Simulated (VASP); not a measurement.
# CsI (Pm-3m) in VASP: notebook

Runs on CsI. Level: PBE. Tasks: single point, relaxation of cell and atoms.

Program: VASP 6.6.1. These are calculated values, not measurements. Logs are shortened: lines on timing, memory, paths and dates and some standing lists are left out, and cuts for length are marked.

**1. The cell of the first run**

It takes space group Pm-3m (No. 221, cubic). The conventional cell has a = 4.665 Å, b = 4.665 Å, c = 4.665 Å, α = 90.00°, β = 90.00°, γ = 90.00°. Cs (site symmetry m-3m) has 8 I at 4.04 Å and 6 Cs at 4.67 Å within 5.3 Å. I (site symmetry m-3m) has 8 Cs at 4.04 Å and 6 I at 4.67 Å within 5.3 Å.

**2. Single point, PBE**

Contents of INCAR:

```
ALGO = Normal ; EDIFF = 1E-6
ENCUT = 500 ; GGA = PE
GGA_COMPAT = False ; ISIF = 2
ISMEAR = 0 ; LASPH = True
LCHARG = True ; LELF = True
LREAL = False ; LVHAR = True
LWAVE = False ; NBANDS = 15
NELM = 120 ; PREC = Accurate
SIGMA = 0.02
```

Contents of KPOINTS:

```
k-points
0
Gamma
  6 6 6
```

Contents of POSCAR:

```
CsI
1.0
    4.6652120000      0.0000000000      0.0000000000
    0.0000000000      4.6652120000      0.0000000000
    0.0000000000      0.0000000000      4.6652120000
Cs I
1 1
Direct
    0.0000000000      0.0000000000      0.0000000000
    0.5000000000      0.5000000000      0.5000000000
```

Potentials or basis: VASP PAW PBE potentials, release 64 (Cs_sv, I).

Launch:

```console
> cat potpaw_PBE.64/Cs_sv/POTCAR potpaw_PBE.64/I/POTCAR > POTCAR
> mpirun -np 1 vasp_std > vasp.out
```

OUTCAR:

```text
EDIFF = 1E-6
   ENCUT = 500
   GGA = PE
   ISIF = 2
   ISMEAR = 0
   LASPH = True
   LREAL = False
   NELM = 120
   PREC = Accurate

 ion  position               nearest neighbor table
   1  0.000  0.000  0.000-
   2  0.500  0.500  0.500-

  LATTYP: Found a simple cubic cell.
 ALAT       =     4.6652120000

  Lattice vectors:

 A1 = (   4.6652120000,   0.0000000000,   0.0000000000)
 A2 = (   0.0000000000,   4.6652120000,   0.0000000000)
 A3 = (   0.0000000000,   0.0000000000,   4.6652120000)

Analysis of symmetry for initial positions (statically):
=====================================================================
 Subroutine PRICEL returns:
 Original cell was already a primitive cell.

 Routine SETGRP: Setting up the symmetry group for a
 simple cubic supercell.

 Subroutine GETGRP returns: Found 48 space group operations
 (whereof 48 operations were pure point group operations)
 out of a pool of 48 trial point group operations.

The static configuration has the point symmetry O_h .

Analysis of symmetry for dynamics (positions and initial velocities):
=====================================================================
 Subroutine PRICEL returns:
 Original cell was already a primitive cell.

 Routine SETGRP: Setting up the symmetry group for a
 simple cubic supercell.

 Subroutine GETGRP returns: Found 48 space group operations
 (whereof 48 operations were pure point group operations)
 out of a pool of 48 trial point group operations.

The dynamic configuration has the point symmetry O_h .

 Subroutine INISYM returns: Found 48 space group operations
 (whereof 48 operations are pure point group operations),
 and found     1 'primitive' translations

----------------------------------------------------------------------------------------

                                     Primitive cell

  volume of cell :     101.5346

  direct lattice vectors                    reciprocal lattice vectors
     4.665212000  0.000000000  0.000000000     0.214352531  0.000000000  0.000000000
     0.000000000  4.665212000  0.000000000     0.000000000  0.214352531  0.000000000
     0.000000000  0.000000000  4.665212000     0.000000000  0.000000000  0.214352531

  length of vectors
     4.665212000  4.665212000  4.665212000     0.214352531  0.214352531  0.214352531

  position of ions in fractional coordinates (direct lattice)
     0.000000000  0.000000000  0.000000000
     0.500000000  0.500000000  0.500000000

  ion indices of the primitive-cell ions
   primitive index   ion index
                 1           1
                 2           2

----------------------------------------------------------------------------------------

 KPOINTS: k-points

Automatic generation of k-mesh.
 Grid dimensions read from file:
 generate k-points for:    6    6    6

 Generating k-lattice:

  Cartesian coordinates                     Fractional coordinates (reciprocal lattice)
     0.035725422  0.000000000  0.000000000     0.166666667  0.000000000  0.000000000
     0.000000000  0.035725422  0.000000000     0.000000000  0.166666667  0.000000000
     0.000000000  0.000000000  0.035725422     0.000000000  0.000000000  0.166666667

  Length of vectors
     0.035725422  0.035725422  0.035725422

  Shift w.r.t. Gamma in fractional coordinates (k-lattice)
     0.000000000  0.000000000  0.000000000

 Subroutine IBZKPT returns following result:
 ===========================================

 Found     20 irreducible k-points:

 Following reciprocal coordinates:
            Coordinates               Weight
  0.000000  0.000000  0.000000      1.000000
  0.166667  0.000000  0.000000      6.000000
  0.333333  0.000000  0.000000      6.000000
  0.500000  0.000000  0.000000      3.000000
  0.166667  0.166667  0.000000     12.000000
  0.333333  0.166667  0.000000     24.000000
[... 12 lines left out ...]
  0.500000  0.500000  0.333333      6.000000
  0.500000  0.500000  0.500000      1.000000
   k-points           NKPTS =     20   k-points in BZ     NKDIM =     20   number of bands    NBANDS=     15
   number of dos      NEDOS =    301   number of ions     NIONS =      2
   total plane-waves  NPLWV =  46656
   dimension x,y,z NGX =    36 NGY =   36 NGZ =   36
   dimension x,y,z NGXF=    72 NGYF=   72 NGZF=   72
   ions per type =               1   1
   NGX,Y,Z   is equivalent  to a cutoff of  12.83, 12.83, 12.83 a.u.
   NGXF,Y,Z  is equivalent  to a cutoff of  25.66, 25.66, 25.66 a.u.
 SYSTEM =  unknown system
   PREC   = accura    normal or accurate (medium, high low for compatibility)
   ISTART =      0    job   : 0-new  1-cont  2-samecut
   ICHARG =      2    charge: 1-file 2-atom 10-const
   ISPIN  =      1    spin polarized calculation?
   LNONCOLLINEAR =      F non collinear calculations
   LSORBIT =      F    spin-orbit coupling
   LASPH  =      T    aspherical Exc in radial PAW
   ENCUT  =  500.0 eV  36.75 Ry    6.06 a.u.   8.51  8.51  8.51*2*pi/ulx,y,z
   NELM   =    120;   NELMIN=  2; NELMDL= -5     # of ELM steps
   EDIFF  = 0.1E-05   stopping-criterion for ELM
   LREAL  =      F    real-space projection
   EDIFFG = 0.1E-04   stopping-criterion for IOM
   NSW    =      0    number of steps for IOM
   IBRION =     -1    ionic relax: 0-MD 1-quasi-New 2-CG
   NFREE  =      0    steps in history (QN), initial steepest desc. (CG)
   ISIF   =      2    stress and relaxation
   ISYM   =      2    0-nonsym 1-usesym 2-fastsym
   POTIM  = 0.5000    time-step for ionic-motion
   TEBEG  =    0.0;   TEEND  =   0.0 temperature during run
   PSTRESS=    0.0 pullay stress
   NELECT =      16.0000    total number of electrons
   NUPDOWN=      -1.0000    fix difference up-down
   EMIN   =  10.00;   EMAX   =-10.00  energy-range for DOS
   EFERMI =   0.00;   METHOD = LEGACY
   ISMEAR =     0;   SIGMA  =   0.02  broadening in eV -4-tet -1-fermi 0-gaus
   EFERMI_NEDOS =   21; number of points for ismear=-14 and -15
   IALGO  =     38    algorithm
   IMIX   =      4    mixing-type and parameters
     AMIX     =   0.40;   BMIX     =  1.00
     AMIX_MAG =   1.60;   BMIX_MAG =  1.00
  volume/ion in A,a.u.               =      50.77       342.59
  Fermi-wavevector in a.u.,A,eV,Ry     =   0.884253  1.670997 10.638453  0.781904
  Thomas-Fermi vector in A             =   2.005129
   LORBIT       =      0    0 simple, 1 ext, 2 COOP (PROOUT), +10 PAW based schemes
   GGA     = PE    functional components
   LHFCALC =     F    Hartree Fock is set to
   AEXX    =    0.0000 exact exchange contribution
   IVDW    =     0    specifies the selected vdW correction
   LEPSILON=     F    determine dielectric tensor
   LRPA    =     F    only Hartree local field effects (RPA)
 non-spin polarized calculation
 Gauss-broadening in eV      SIGMA  =   0.02
  energy-cutoff  :      500.00
  volume of cell :      101.53
 maximum number of plane-waves:      2601
 NGX is ok and might be reduce to    36
   NGX = 17   NGY = 17   NGZ = 17

 number of electron      15.9999999 magnetization

 Free energy of the ion-electron system (eV)
  ---------------------------------------------------
  ext. energy  EPLUGINS =         0.00000000
  ---------------------------------------------------
  free energy    TOTEN  =        -5.44281524 eV

  energy without entropy =       -5.44281524  energy(sigma->0) =       -5.44281524

 E-fermi :   0.6214     XC(G=0):  -7.4979

 val. band max:        0.4478896989   @ k =   0.5000   0.5000   0.0000
 cond. band min:       4.1255478860   @ k =   0.0000   0.0000   0.0000
 fundamental gap:      3.6776581871
 Fermi energy:         0.6214161821

 k-point     1 :       0.0000    0.0000    0.0000
  band No.  band energies     occupation
      1     -20.0297      2.00000
      2     -10.1154      2.00000
      3      -6.7380      2.00000
      4      -6.7380      2.00000
      5      -6.7380      2.00000
      6       0.3516      2.00000
      7       0.3516      2.00000
      8       0.3516      2.00000
      9       4.1255      0.00000
     10       4.7159      0.00000
     11       4.7159      0.00000
     12       8.0681      0.00000
     13       8.0681      0.00000
     14       8.0681      0.00000
     15      10.4410      0.00000

 k-point     2 :       0.1667    0.0000    0.0000
  band No.  band energies     occupation
      1     -20.0251      2.00000
      2     -10.1151      2.00000
      3      -6.7741      2.00000
      4      -6.7259      2.00000
      5      -6.7259      2.00000
      6      -0.0661      2.00000
      7       0.3240      2.00000
      8       0.3240      2.00000
      9       4.6780      0.00000
     10       4.8729      0.00000
     11       5.2501      0.00000
     12       7.9914      0.00000
     13       7.9914      0.00000
     14       8.1838      0.00000
     15       9.3512      0.00000

 k-point     3 :       0.3333    0.0000    0.0000
  band No.  band energies     occupation
      1     -20.0160      2.00000
      2     -10.1161      2.00000
      3      -6.8381      2.00000
      4      -6.7015      2.00000
      5      -6.7015      2.00000
      6      -0.7013      2.00000
      7       0.2668      2.00000
      8       0.2668      2.00000
      9       5.3011      0.00000
     10       5.8061      0.00000
     11       6.3986      0.00000
     12       7.9843      0.00000
     13       8.0017      0.00000
     14       8.0017      0.00000
     15       8.4682      0.00000

 k-point     4 :       0.5000    0.0000    0.0000
  band No.  band energies     occupation
      1     -20.0114      2.00000
      2     -10.1174      2.00000
      3      -6.8659      2.00000
      4      -6.6892      2.00000
      5      -6.6892      2.00000
      6      -0.9642      2.00000
      7       0.2372      2.00000
      8       0.2372      2.00000
      9       5.6605      0.00000
     10       6.6693      0.00000
     11       6.8905      0.00000
     12       7.2952      0.00000
     13       8.1416      0.00000
     14       8.1416      0.00000
     15       8.6554      0.00000
[... 235 lines left out ...]
 k-point    18 :       0.5000    0.3333    0.3333
  band No.  band energies     occupation
      1     -19.9867      2.00000
      2      -9.9344      2.00000
      3      -6.9736      2.00000
      4      -6.9084      2.00000
      5      -6.8856      2.00000
      6      -0.5930      2.00000
      7      -0.5086      2.00000
      8      -0.3156      2.00000
      9       6.1515      0.00000
     10       6.5393      0.00000
     11       6.7832      0.00000
     12       7.8018      0.00000
     13       8.1965      0.00000
     14       8.2198      0.00000
     15       9.9117      0.00000

 k-point    19 :       0.5000    0.5000    0.3333
  band No.  band energies     occupation
      1     -19.9827      2.00000
      2      -9.9082      2.00000
      3      -6.9697      2.00000
      4      -6.9697      2.00000
      5      -6.8784      2.00000
      6      -0.6256      2.00000
      7      -0.6256      2.00000
      8      -0.4731      2.00000
      9       6.4052      0.00000
     10       6.9917      0.00000
     11       6.9917      0.00000
     12       7.3234      0.00000
     13       8.6530      0.00000
     14       8.6530      0.00000
     15       9.9009      0.00000

 k-point    20 :       0.5000    0.5000    0.5000
  band No.  band energies     occupation
      1     -19.9787      2.00000
      2      -9.8864      2.00000
      3      -6.9481      2.00000
      4      -6.9481      2.00000
      5      -6.9481      2.00000
      6      -0.7108      2.00000
      7      -0.7108      2.00000
      8      -0.7108      2.00000
      9       7.4237      0.00000
     10       7.4237      0.00000
     11       7.4237      0.00000
     12       8.0172      0.00000
     13       8.0172      0.00000
     14       8.0172      0.00000
     15       9.9130      0.00000

------------------------ aborting loop because EDIFF is reached ----------------------------------------

  FORCE on cell =-STRESS in cart. coord.  units (eV):
  Direction    XX          YY          ZZ          XY          YZ          ZX
  --------------------------------------------------------------------------------------
  -------------------------------------------------------------------------------------
  Total        0.0209570      0.0209570      0.0209570     -0.0000000     -0.0000000      0.0000000
  in kB        0.3306934      0.3306934      0.3306934     -0.0000000     -0.0000000      0.0000000
  external PRESSURE =       0.3306934 kB  Pullay stress =       0.0000000 kB

 VOLUME and BASIS-vectors are now :
 -----------------------------------------------------------------------------
  energy-cutoff  :      500.00
  volume of cell :      101.53
      direct lattice vectors                 reciprocal lattice vectors
     4.665212000  0.000000000  0.000000000     0.214352531  0.000000000  0.000000000
     0.000000000  4.665212000  0.000000000     0.000000000  0.214352531  0.000000000
     0.000000000  0.000000000  4.665212000     0.000000000  0.000000000  0.214352531

 POSITION                                       TOTAL-FORCE (eV/Angst)
 -----------------------------------------------------------------------------------
      0.00000      0.00000      0.00000         0.000000      0.000000      0.000000
      2.33261      2.33261      2.33261         0.000000      0.000000      0.000000
 -----------------------------------------------------------------------------------
    total drift:                               -0.000000      0.000000      0.000000

  FREE ENERGIE OF THE ION-ELECTRON SYSTEM (eV)
  ---------------------------------------------------
  free  energy   TOTEN  =        -5.4428152413 eV

  energy  without entropy=       -5.4428152413  energy(sigma->0) =       -5.44281524
```

Run time: 29 s. Hardware: 1 thread of Intel Xeon 8259CL, shared host; peak memory 0.22 GiB.

Results:

| Item | Value |
| --- | --- |
| Free energy | -5.4428 eV |
| Pressure | 0.0 GPa |
| Band gap on the k mesh | 3.68 eV (least direct gap 3.77 eV) |

Levels at points of the mesh, in eV from the valence-band top:
```
           k point  band 5  band 6  band 7  band 8  band 9  band 10  band 11  band 12
(0.00, 0.00, 0.00)   -7.19   -0.10   -0.10   -0.10    3.68     4.27     4.27     7.62
(0.50, 0.00, 0.00)   -7.14   -1.41   -0.21   -0.21    5.21     6.22     6.44     6.85
(0.50, 0.50, 0.00)   -7.11   -0.81   -0.81    0.00    4.25     4.89     6.08     6.08
(0.50, 0.50, 0.50)   -7.40   -1.16   -1.16   -1.16    6.98     6.98     6.98     7.57
```

Caveat: spin-orbit coupling is left out, which moves the levels of the heavy elements. A k mesh can miss the band edges.

**3. Relaxation of cell and atoms, PBE**

Contents of INCAR:

```
SYSTEM = CsI
PREC     = Accurate       ! precision mode
ENCUT    = 500            ! plane-wave cutoff, eV
EDIFF    = 1E-7           ! SCF threshold, eV
ISMEAR   = 0              ! smearing method
SIGMA    = 0.02           ! smearing width, eV
LREAL    = .FALSE.        ! projectors in reciprocal space
LASPH    = .TRUE.         ! aspherical terms in the spheres
NELM     = 120            ! most SCF steps
ALGO     = Normal         ! electronic algorithm
ISIF     = 3              ! what is computed and relaxed
LWAVE    = .FALSE.        ! write WAVECAR
LCHARG   = .FALSE.        ! write CHGCAR
GGA      = PE             ! functional
IBRION   = 2              ! ionic algorithm
NSW      = 100            ! ionic steps
EDIFFG   = -0.005         ! ionic threshold
GGA_COMPAT= .FALSE.      
NELMIN   = 4
```

Contents of KPOINTS:

```
regular mesh
0
G
  6 6 6
  0 0 0
```

POSCAR is that of step 2.

Potentials or basis: VASP PAW PBE potentials, release 64 (Cs_sv, I).

Launch:

```console
> cat potpaw_PBE.64/Cs_sv/POTCAR potpaw_PBE.64/I/POTCAR > POTCAR
> mpirun -np 1 vasp_std > vasp.out
```

Run time: 53 s. Hardware: 1 thread of Intel Xeon 8259CL, shared host; peak memory 0.22 GiB.

It converged, with:

```
Free energy                           : -5.4428 eV
Relaxed volume                        : 50.93 Å³/atom
Relaxed cell                          : a = 4.670 Å, b = 4.670 Å, c = 4.670 Å, α = 90.00°, β = 90.00°, γ = 90.00°
Space group after relaxing (to 0.1 Å) : Pm-3m (No. 221)
Energy gained by relaxing             : 0.0 meV/atom
Ionic steps                           : 3
Pressure after relaxing               : 0.0 GPa
Band gap on the k mesh                : 3.67 eV (least direct gap 3.76 eV)
```

Final structure:
```cif
data_structure
_symmetry_space_group_name_H-M 'P 1'
_symmetry_Int_Tables_number 1
_cell_length_a 4.6703
_cell_length_b 4.6703
_cell_length_c 4.6703
_cell_angle_alpha 90.000
_cell_angle_beta 90.000
_cell_angle_gamma 90.000
_cell_volume 101.87
loop_
_atom_site_label
_atom_site_type_symbol
_atom_site_fract_x
_atom_site_fract_y
_atom_site_fract_z
_atom_site_occupancy
Cs1 Cs 0.00000 0.00000 0.00000 1
I1 I 0.50000 0.50000 0.50000 1
```

Levels at points of the mesh, in eV from the valence-band top:
```tsv
k point	band 6	band 7	band 8	band 9	band 10	band 11
(0.00, 0.00, 0.00)	-0.10	-0.10	-0.10	3.67	4.27	4.27
(0.50, 0.00, 0.00)	-1.40	-0.21	-0.21	5.21	6.21	6.43
(0.50, 0.50, 0.00)	-0.81	-0.81	0.00	4.25	4.89	6.08
(0.50, 0.50, 0.50)	-1.15	-1.15	-1.15	6.97	6.97	6.97
```

Caveat: spin-orbit coupling is left out, which moves the levels of the heavy elements.
